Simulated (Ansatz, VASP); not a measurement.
Al5N: VASP beside Ansatz

Contents of INCAR:

```
SYSTEM = Al5N
  ALGO = Normal
  EDIFF = 1E-7
  ENCUT = 520
  GGA = PE
  ISIF = 2
  ISMEAR = 0
  LASPH = .True.
  LCHARG = .True.
  LELF = .True.
  LREAL = .False.
  LVHAR = .True.
  LWAVE = .False.
  NBANDS = 32
  NELM = 100
  PREC = Accurate
  SIGMA = 0.1
```

KPOINTS

```
k-points
0
Gamma
  4 4 2
  0 0 0
```

The input POSCAR:

```
Al5N
1.0
    4.6903891934      0.0000000000      0.0000000000
    0.0092279348      4.9942527996      0.0000000000
    0.1750434797      0.3559426579      8.4273722191
Al N
10 2
Direct
    0.0487426131      0.8277489703      0.1777703718
    0.9762164370      0.3529157627      0.7034827080
    0.9679996510      0.3241371986      0.0335634358
    0.9714930505      0.8345151703      0.5243344957
    0.9729504760      0.3413565930      0.3740153735
    0.9122779512      0.8482385983      0.8672580321
    0.4838662309      0.4635874913      0.2163998751
    0.4498473039      0.0532318269      0.6779747099
    0.4788094152      0.9715056600      0.3632266939
    0.4599481195      0.4677679240      0.8813138039
    0.7623024956      0.6887494904      0.3318516586
    0.5155462560      0.8262453142      0.8488088419
```

Input for Ansatz:

```yaml
crystal:
  lattice:
    - [4.6903891934, 0.0, 0.0]
    - [0.0092279348, 4.9942527996, 0.0]
    - [0.1750434797, 0.3559426579, 8.4273722191]
  atoms:
    - { symbol: Al, position: [0.0487426131, 0.8277489703, 0.1777703718] }
    - { symbol: Al, position: [0.976216437, 0.3529157627, 0.703482708] }
    - { symbol: Al, position: [0.967999651, 0.3241371986, 0.0335634358] }
    - { symbol: Al, position: [0.9714930505, 0.8345151703, 0.5243344957] }
    - { symbol: Al, position: [0.972950476, 0.341356593, 0.3740153735] }
    - { symbol: Al, position: [0.9122779512, 0.8482385983, 0.8672580321] }
    - { symbol: Al, position: [0.4838662309, 0.4635874913, 0.2163998751] }
    - { symbol: Al, position: [0.4498473039, 0.0532318269, 0.6779747099] }
    - { symbol: Al, position: [0.4788094152, 0.97150566, 0.3632266939] }
    - { symbol: Al, position: [0.4599481195, 0.467767924, 0.8813138039] }
    - { symbol: "N", position: [0.7623024956, 0.6887494904, 0.3318516586] }
    - { symbol: "N", position: [0.515546256, 0.8262453142, 0.8488088419] }
basis:
  ecutwfc: 420
kpoints:
  mp_grid: { grid: [4, 4, 2] }
hamiltonian:
  xc: pbe
scf:
  occupations: { method: gaussian, width: 0.1 }
  lower_state_search: "off"
output:
  forces: true
  stress: true
  eigenvalues: true
```

Change from the starting cell: the structure that the rattled cell fell into.

Alike in both runs: task single point; functional PBE; k mesh 4 × 4 × 2; occupations gaussian, width 0.1 eV; no spin polarisation.

```csv
,VASP,Ansatz
version,VASP 6.6.1,Ansatz 0.2.0
potentials or method,"VASP PAW PBE potentials, release 64 (Al, N), cutoff 520 eV","scalar-relativistic, plane waves, PAW"
valence electrons in the cell,40,40
```

Ansatz gave:

| Quantity | Value |
| --- | --- |
| gap on the k mesh at the Fermi level (eV) | none |
| pressure (GPa) | 0.3 |
| traceless stress, the component that is largest in VASP (GPa) | -0.63 |
| rms of the force components (eV/Å) | 0.046 |

**Question.** What did VASP give for the same quantities?

**Answer.** gap on the k mesh at the Fermi level (eV): none; pressure (GPa): 0.2; traceless stress, the component that is largest in VASP (GPa): -0.62; rms of the force components (eV/Å): 0.046.

Atom by atom the forces differ by 0.003 eV/Å (rms over components). A gap of «none» marks a metal or a gap that the smearing closes. With one functional, cell and mesh, what is left measures potentials, basis and numerics.

The k mesh is coarse, so the values compare programs but aren't converged.
